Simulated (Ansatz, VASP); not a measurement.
# One calculation of ZrC, two programs

```
Zr C
1.0
     3.28553    0.00000    0.00000
     0.00000    3.28553    0.00000
     0.00000    0.00000    6.18876
Zr C
2 2
Cartesian
  1.6428 1.6428 1.5472
  1.6428 1.6428 4.6416
  0.0000 1.6428 0.0000
  1.6428 0.0000 3.0944
```

Change from the starting cell: ordered vacancies on the cation sites of antifluorite (P4_2/mmc, No. 131).

Alike in both runs: task single point; functional PBE; k mesh 6 × 6 × 4; occupations gaussian, width 0.1 eV; collinear spin.

|  | VASP | Ansatz |
| --- | --- | --- |
| version | VASP 6.6.1 | Ansatz 0.2.0 |
| potentials or method | VASP PAW PBE potentials, release 64 (Zr_sv, C), cutoff 520 eV | scalar-relativistic, plane waves, PAW |
| valence electrons in the cell | 32 | 32 |

Ansatz gave:

| Item | Value |
| --- | --- |
| gap on the k mesh at the Fermi level (eV) | none |
| pressure (GPa) | 0.0 |
| net moment per atom (μB) | 0.00 |

Problem. Which values does VASP return?

Solution. gap on the k mesh at the Fermi level (eV): none; pressure (GPa): 0.1; net moment per atom (μB): 0.00.

A gap of «none» marks a metal or a gap that the smearing closes. The functional is the same, so the differences come from potentials, cutoffs and numerics. Ansatz's warnings: seeded moment not kept.
